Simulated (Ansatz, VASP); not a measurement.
# TiAl in VASP and in Ansatz

Contents of INCAR:

```
SYSTEM = TiAl
ALGO = Fast
EDIFF = 1E-6
ENCUT = 520
GGA = PS
ISIF = 2
ISMEAR = 0
LASPH = .True.
LCHARG = .True.
LELF = .True.
LREAL = .False.
LVHAR = .True.
LWAVE = .False.
NBANDS = 14
NELM = 100
PREC = Accurate
SIGMA = 0.15
```

The input KPOINTS:

```
k-points
0
Gamma
  22 22 22
  0 0 0
```

Contents of POSCAR:

```
TiAl
1.0
    2.8122402766      0.0000000000      0.0000000000
    0.0000000000      2.8122402766      0.0000000000
    0.0000000000      0.0000000000      3.9765077512
Ti Al
1 1
Direct
    0.0000000000      0.0000000000      0.0000000000
    0.5000000000      0.5000000000      0.5000000000
```

Input for Ansatz:

```yaml
crystal:
  lattice:
    - [2.8122402766, 0.0, 0.0]
    - [0.0, 2.8122402766, 0.0]
    - [0.0, 0.0, 3.9765077512]
  atoms:
    - { symbol: Ti, position: [0.0, 0.0, 0.0] }
    - { symbol: Al, position: [0.5, 0.5, 0.5] }
basis:
  ecutwfc: 420
kpoints:
  mp_grid: { grid: [22, 22, 22] }
hamiltonian:
  xc: pbesol
scf:
  occupations: { method: gaussian, width: 0.15 }
output:
  forces: true
  stress: true
  eigenvalues: true
```

Alike in both runs: task single point; functional PBEsol; k mesh 22 × 22 × 22; occupations gaussian, width 0.15 eV; no spin polarisation.

```csv
,VASP,Ansatz
version,VASP 6.6.1,Ansatz 0.2.0
potentials or method,"VASP PAW PBE potentials, release 64 (Ti_sv, Al), cutoff 520 eV","scalar-relativistic, plane waves, PAW"
valence electrons in the cell,15,15
```

```csv
,VASP,Ansatz,Ansatz less VASP
gap on the k mesh at the Fermi level (eV),none,none,-
pressure (GPa),0.4,0.4,-0.05
"traceless stress, the component that is largest in VASP (GPa)",1.12,1.11,-0.016
```

VASP's potentials were made for PBE, not for PBEsol. A gap of «none» marks a metal or a gap that the smearing closes.
